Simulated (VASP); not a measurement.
A run of VASP 6.6.1 is set up as follows.

INCAR

```
PREC     = Accurate       # precision mode
ENCUT    = 600            # plane-wave cutoff, eV
EDIFF    = 1E-7           # SCF threshold, eV
ISMEAR   = 0              # smearing method
SIGMA    = 0.1            # smearing width, eV
LREAL    = False          # projectors in reciprocal space
LASPH    = True           # aspherical terms in the spheres
NELM     = 60             # most SCF steps
ALGO     = Normal         # electronic algorithm
ISIF     = 3              # what is computed and relaxed
LWAVE    = False          # write WAVECAR
LCHARG   = False          # write CHGCAR
GGA      = PE             # functional
IBRION   = 2              # ionic algorithm
NSW      = 90             # ionic steps
EDIFFG   = -0.04          # ionic threshold
```

KPOINTS

```
Automatic mesh
0
Gamma
  3 3 3
```

File POSCAR:

```
Si2As3
1.0
    3.0991940211      1.7893205023      5.6409985263
   -3.0991940211      1.7893205023      5.6409985263
    0.0000000000     -3.5786410048      5.6409985263
Si As
4 6
Direct
    0.8521800000      0.8521800000      0.8521800000
    0.6478200000      0.6478200000      0.6478200000
    0.1478200000      0.1478200000      0.1478200000
    0.3521800000      0.3521800000      0.3521800000
    0.0562500000      0.4437500000      0.7500000000
    0.7500000000      0.0562500000      0.4437500000
    0.4437500000      0.7500000000      0.0562500000
    0.9437500000      0.5562500000      0.2500000000
    0.2500000000      0.9437500000      0.5562500000
    0.5562500000      0.2500000000      0.9437500000
```

Potentials or basis: VASP PAW PBE potentials, release 64 (Si, As).

Command:

```bash
$ cat potpaw_PBE.64/Si/POTCAR potpaw_PBE.64/As/POTCAR > POTCAR
$ mpirun -np 1 vasp_std > vasp.out
```

Task: Estimate the relaxed cell.

Result: a = 6.881 Å, b = 6.881 Å, c = 6.881 Å, α = 53.99°, β = 53.99°, γ = 53.99°.

Task: Predict the relaxed volume.

Result: 19.81 Å³/atom.

Task: Estimate the band gap on the k mesh.

Result: Zero (bands 23 and 24 overlap by 0.77 eV).

Step by step:
```tsv
step	energy change (eV)	largest force (eV/Å)	pressure (GPa)	volume (Å³)
1	0.0000	0.4038	4.63	187.69
2	-0.1479	0.2233	-1.96	202.80
3	-0.1713	0.2615	-0.36	198.48
4	-0.1881	0.1509	-0.09	197.97
5	-0.1934	0.1082	0.18	197.51
6	-0.2016	0.0765	0.01	198.03
7	-0.2181	0.0122	-0.50	199.54
8	-0.1782	0.1417	-1.33	202.49
9	-0.2197	0.0350	-0.64	199.96
10	-0.2246	0.0493	-0.30	199.15
11	-0.2254	0.0546	-0.12	198.74
12	-0.2254	0.0550	-0.11	198.71
13	-0.2262	0.0523	-0.07	198.58
14	-0.2280	0.0440	0.06	198.21
15	-0.2286	0.0273	0.31	197.46
16	-0.2288	0.0332	0.23	197.72
17	-0.2297	0.0290	0.07	198.07
```

Caveat: the k points lie up to 0.41 Å⁻¹ apart in the final cell, too coarse for converged energies and pressures of a metal.
